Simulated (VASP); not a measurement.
Crystal: Co2O.

```xyz
6
Lattice="4.5000 0.0000 0.0000 0.0000 4.5000 0.0000 0.0000 0.0000 2.8985" Properties=species:S:1:pos:R:3 pbc="T T T"
Co    1.3770    1.3770    0.0000
Co    0.8730    3.6270    1.4492
Co    3.1230    3.1230    0.0000
Co    3.6270    0.8730    1.4492
O     0.0000    0.0000    0.0000
O     2.2500    2.2500    1.4492
```

```yaml
Program: VASP 6.6.1
Task: relaxation of cell and atoms
Functional: PBE
Potentials_or_basis: VASP PAW PBE potentials, release 64 (Co, O)
Cutoff: 600 eV
k_mesh: 4 × 4 × 6
Occupations: gaussian, width 0.1 eV
Spin: collinear spin, ferromagnetic start
Starting_moments: "[1.99, 1.99, 1.99, 1.99, 0.27, 0.27] μB"
```

At the start: pressure 21.5 GPa; volume 9.78 Å³/atom.

Problem. How do energy, volume and symmetry change on relaxing?

Solution. Over 19 steps the energy falls by 179.4 meV/atom and the volume is 10.54 Å³/atom (+7.8 %); space group P4_2/mnm (No. 136, to 0.1 Å) before and after; moment 8.08 μB per cell.

The path:
| step | energy change (eV) | largest force (eV/Å) | pressure (GPa) | volume (Å³) |
| --- | --- | --- | --- | --- |
| 1 | 0.0000 | 1.5855 | 21.50 | 58.69 |
| 2 | -0.3639 | 0.3213 | -12.08 | 70.56 |
| 3 | -0.5551 | 0.5974 | -2.47 | 65.60 |
| 4 | -0.6299 | 0.4389 | -0.76 | 64.78 |
| 5 | -0.6857 | 0.0611 | 3.83 | 63.15 |
| 6 | -0.7160 | 0.1567 | 3.72 | 63.21 |
| 7 | -0.7851 | 0.5111 | 3.68 | 63.37 |
| 8 | -0.7455 | 1.3850 | 4.80 | 63.58 |
| 9 | -0.7999 | 0.7907 | 3.83 | 63.46 |
| 10 | -0.8946 | 0.6794 | 1.23 | 64.08 |
| 11 | -0.9906 | 0.4833 | -4.44 | 65.64 |
| 12 | -0.9917 | 0.5039 | -3.78 | 65.44 |
| 13 | -1.0301 | 0.4198 | -2.38 | 64.65 |
| 14 | -1.0660 | 0.2341 | 0.89 | 63.10 |
| 15 | -1.0663 | 0.2116 | 1.30 | 62.93 |
| 16 | -1.0719 | 0.1260 | 0.43 | 63.20 |
| 17 | -1.0739 | 0.0388 | -0.45 | 63.49 |
| 18 | -1.0756 | 0.0163 | -0.17 | 63.40 |
| 19 | -1.0765 | 0.0188 | 0.26 | 63.26 |

Final structure:
```
Co O
1.0
     4.87139    0.00000    0.00000
     0.00000    4.87139    0.00000
     0.00000    0.00000    2.66588
Co O
4 2
Cartesian
  1.3353 1.3353 0.0000
  1.1004 3.7710 1.3329
  3.5360 3.5360 0.0000
  3.7710 1.1004 1.3329
  0.0000 0.0000 0.0000
  2.4357 2.4357 1.3329
```

Caveat: the k points lie up to 0.39 Å⁻¹ apart in the final cell.
